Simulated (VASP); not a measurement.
## Si2W: single point with PBE

The system is Si2W.

```
Si W
1.0
    -1.61450    1.61450    3.93341
     1.61450   -1.61450    3.93341
     1.61450    1.61450   -3.93341
Si W
2 1
Direct
  0.33457 0.33457 0.00000
  0.66543 0.66543 0.00000
  0.00000 0.00000 0.00000
```

```json
{
 "Program": "VASP 6.6.1",
 "Task": "single point",
 "Functional": "PBE",
 "Potentials or basis": "VASP PAW PBE potentials, release 64 (Si, W_sv)",
 "Cutoff": "520 eV",
 "k mesh": "20 × 20 × 20",
 "Occupations": "gaussian, width 0.15 eV",
 "Spin": "no spin polarisation"
}
```

```json
{"Pressure": "0.1 GPa", "Largest force": "0.004 eV/Å", "Band gap on the k mesh": "zero (band 11 reaches 12.47 eV, above the bottom of band 12 at 11.19 eV)"}
```

Forces in eV/Å, atoms in the order of the input:
```
Si   0.000  0.000 -0.004
Si   0.000  0.000  0.004
W    0.000  0.000  0.000
```

Levels at points of the mesh, in eV from the Fermi level:
| k point | band 9 | band 10 | band 11 | band 12 | band 13 | band 14 |
| --- | --- | --- | --- | --- | --- | --- |
| (0.00, 0.00, 0.00) | -2.80 | -2.80 | 0.61 | 2.66 | 2.99 | 3.04 |
| (0.50, 0.00, 0.00) | -2.74 | -2.70 | -0.41 | 2.66 | 2.77 | 3.91 |
| (0.50, 0.50, 0.00) | -4.95 | -3.18 | -1.75 | 2.74 | 2.92 | 3.07 |
| (0.50, 0.50, 0.50) | -0.84 | -0.84 | -0.48 | -0.48 | 0.79 | 4.45 |

Wall time 13 min on 1 thread of Oxide Virtual Turin-like Processor (shared host), peak memory 0.53 GiB.

Caveat: spin-orbit coupling is left out, which moves the levels of the heavy elements.
